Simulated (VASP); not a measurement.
# In3As in VASP: further runs, part 2 of 2

VASP 6.6.1. Earlier steps stand in the parts before.

### 5 Single point, PBEsol (atoms moved at random)

INCAR

```
SYSTEM = In3As
PREC     = Accurate       ! precision mode
ENCUT    = 520            ! plane-wave cutoff, eV
EDIFF    = 1E-6           ! SCF threshold, eV
ISMEAR   = -1             ! smearing method
SIGMA    = 0.05           ! smearing width, eV
LREAL    = .False.        ! projectors in reciprocal space
LASPH    = .True.         ! aspherical terms in the spheres
NELM     = 100            ! most SCF steps
ALGO     = Fast           ! electronic algorithm
ISIF     = 2              ! what is computed and relaxed
LWAVE    = .False.        ! write WAVECAR
LCHARG   = .False.        ! write CHGCAR
GGA      = PS             ! functional
NBANDS   = 30             ! bands
```

KPOINTS

```
regular mesh
0
Gamma
  6 6 6
  0 0 0
```

POSCAR

```
In3As
1.0
    4.6716810000      0.0000000000      0.0000000000
    0.0000000000      4.6716810000      0.0000000000
    0.0000000000      0.0000000000      4.6716810000
In As
3 1
Direct
    0.5028690000      0.4979900000     -0.0089040000
    0.4937360000     -0.0117320000      0.4955530000
   -0.0097910000      0.4974800000      0.5102530000
   -0.0010710000      0.0083410000     -0.0029350000
```

Potentials or basis: VASP PAW PBE potentials, release 64 (In_d, As).

Command:

```sh
$ cat potpaw_PBE.64/In_d/POTCAR potpaw_PBE.64/As/POTCAR > POTCAR
$ mpirun -np 1 vasp_std > vasp.out
```

OUTCAR:

```text
SYSTEM = In3As
   PREC = Accurate
   ENCUT = 520
   EDIFF = 1E-6
   ISMEAR = -1
   LREAL = .False.
   LASPH = .True.
   NELM = 100
   ISIF = 2
   GGA = PS

 ion  position               nearest neighbor table
   1  0.503  0.498  0.991-   3 3.20   4 3.26   2 3.26   4 3.28   3 3.28   2 3.29   2 3.32   4 3.33
                             3 3.33   2 3.35   4 3.35   3 3.41
   2  0.494  0.988  0.496-   1 3.26   3 3.26   4 3.28   3 3.29   1 3.29   4 3.29   4 3.32   1 3.32
                             3 3.32   4 3.33   3 3.35   1 3.35
   3  0.990  0.497  0.510-   1 3.20   4 3.22   2 3.26   1 3.28   2 3.29   4 3.30   4 3.31   2 3.32
                             1 3.33   2 3.35   4 3.38   1 3.41
   4  0.999  0.008  0.997-   3 3.22   1 3.26   2 3.28   1 3.28   2 3.29   3 3.30   3 3.31   2 3.32
                             1 3.33   2 3.33   1 3.35   3 3.38

  LATTYP: Found a simple cubic cell.
 ALAT       =     4.6716810000

  Lattice vectors:

 A1 = (   4.6716810000,   0.0000000000,   0.0000000000)
 A2 = (   0.0000000000,   4.6716810000,   0.0000000000)
 A3 = (   0.0000000000,   0.0000000000,   4.6716810000)

Analysis of symmetry for initial positions (statically):
=====================================================================
[... 172 lines left out ...]
  free energy    TOTEN  =       -13.71144437 eV

  energy without entropy =      -13.69700915  energy(sigma->0) =      -13.70422676

 E-fermi :   6.4324     XC(G=0): -10.2873

 val. band max:        6.4259575352   @ k =  -0.1667  -0.1667   0.1667
 cond. band min:       6.4552288657   @ k =   0.3333  -0.3333   0.3333
 fundamental gap:      0.0292713304
 Fermi energy:         6.4324314956

 k-point     1 :       0.0000    0.0000    0.0000
  band No.  band energies     occupation
      1      -8.1257      2.00000
      2      -8.1129      2.00000
      3      -8.1096      2.00000
      4      -8.1069      2.00000
      5      -7.9354      2.00000
      6      -7.9310      2.00000
[... 781 lines left out ...]
     29      11.9727      0.00000
     30      12.5111      0.00000

 [... further k-points ...]
[... 5 lines left out ...]
  --------------------------------------------------------------------------------------
  -------------------------------------------------------------------------------------
  Total       -1.4748819     -1.5041743     -1.4748494     -0.0181539     -0.0247210     -0.0335524
  in kB      -23.1765227    -23.6368294    -23.1760130     -0.2852735     -0.3884697     -0.5272471
  external PRESSURE =     -23.3297883 kB  Pullay stress =       0.0000000 kB

 VOLUME and BASIS-vectors are now :
 -----------------------------------------------------------------------------
  energy-cutoff  :      520.00
  volume of cell :      101.96
      direct lattice vectors                 reciprocal lattice vectors
     4.671681000  0.000000000  0.000000000     0.214055711  0.000000000  0.000000000
     0.000000000  4.671681000  0.000000000     0.000000000  0.214055711  0.000000000
     0.000000000  0.000000000  4.671681000     0.000000000  0.000000000  0.214055711

 POSITION                                       TOTAL-FORCE (eV/Angst)
 -----------------------------------------------------------------------------------
      2.34924      2.32645      4.63008        -0.067657     -0.071692      0.147847
      2.30658      4.61687      2.31507        -0.049423      0.063719     -0.069349
      4.62594      2.32407      2.38374         0.084151     -0.069505     -0.092976
      4.66668      0.03897      4.65797         0.032929      0.077478      0.014478
 -----------------------------------------------------------------------------------
    total drift:                                0.000283      0.000138     -0.000131

  FREE ENERGIE OF THE ION-ELECTRON SYSTEM (eV)
  ---------------------------------------------------
  free  energy   TOTEN  =       -13.7114443723 eV

  energy  without entropy=      -13.6970091483  energy(sigma->0) =      -13.70422676
```

It took 2.5 min on 1 thread of Intel Xeon 6975P-C (Granite Rapids), shared host; peak memory 0.41 GiB.

What came out:

```yaml
Free_energy: -13.7114 eV
Pressure: -2.3 GPa
Largest_force: 0.178 eV/Å
Band_gap_on_the_k_mesh: zero (band 22 reaches 6.95 eV, above the bottom of band 23 at 3.13 eV)
```

Forces on the atoms (eV/Å):
```
In  -0.068 -0.072  0.148
In  -0.049  0.064 -0.069
In   0.084 -0.070 -0.093
As   0.033  0.077  0.014
```

Caveat: the cell differs from its parent crystal (atoms moved at random); the PAW data sets were made with another functional, which shifts forces and pressure a little; spin-orbit coupling is left out, which moves the levels of the heavy elements.

### 6 Overview

```csv
cell,gap on the mesh (eV),pressure (GPa)
"a = 4.640 Å, 4 atoms",none,-1.6
"a = 4.703 Å, 4 atoms",none,-3.1
"a = 4.733 Å, 4 atoms",none,-3.7
"a = 4.672 Å, 4 atoms",none,-2.3
```

Alike in all rows: task single point; level PBEsol; potentials or basis VASP PAW PBE potentials, release 64 (In_d, As); no spin polarisation; k mesh 6 × 6 × 6; cutoff (eV) 520; smearing fermi-dirac 0.05 eV.

Caveats: the PAW data sets were made with another functional, which shifts forces and pressure a little; spin-orbit coupling is left out, which moves the levels of the heavy elements.

Total energies depend on the potentials used, so only differences within one code and one set of settings carry meaning.
